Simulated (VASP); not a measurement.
Here is a VASP 6.6.1 calculation.

The input INCAR:

```
SYSTEM = CdTe5
PREC = Accurate ; ENCUT = 520
EDIFF = 1E-7 ; ISMEAR = 0
SIGMA = 0.1 ; LREAL = .FALSE.
LASPH = .TRUE. ; NELM = 80
ALGO = Normal ; ISIF = 2
LWAVE = .FALSE. ; LCHARG = .FALSE.
GGA = PE ; NBANDS = 30
```

File KPOINTS:

```
regular mesh
0
G
  3 3 4
  0 0 0
```

The input POSCAR:

```
CdTe5
1.0
    6.1502134500      0.0000000000      0.0000000000
   -3.0751067300      5.3262410900      0.0000000000
    0.0000000000      0.0000000000      6.5802128600
Cd Te
1 5
Direct
    0.0000000000      0.0000000000      0.5000000000
    0.5000000000      0.0000000000      0.5000000000
    0.0000000000      0.5000000000      0.5000000000
    0.5000000000      0.5000000000      0.5000000000
    0.3333333300      0.6666666700      0.0000000000
    0.6666666700      0.3333333300      0.0000000000
```

Potentials or basis: VASP PAW PBE potentials, release 64 (Cd, Te).

Launch:

```sh
$ cat potpaw_PBE.64/Cd/POTCAR potpaw_PBE.64/Te/POTCAR > POTCAR
$ mpirun -np 1 vasp_std > vasp.out
```

Question: Predict the band gap on the k mesh.

Answer: Zero (band 21 reaches 4.26 eV, above the bottom of band 22 at 4.11 eV).

Question: Predict the pressure.

Answer: 2.6 GPa.

Stress tensor (GPa, compression positive):
```
 5.84  0.00  0.00
 0.00  5.84  0.00
 0.00  0.00 -3.76
```

Caveat: the k points lie up to 0.39 Å⁻¹ apart; spin-orbit coupling is left out, which moves the levels of the heavy elements.
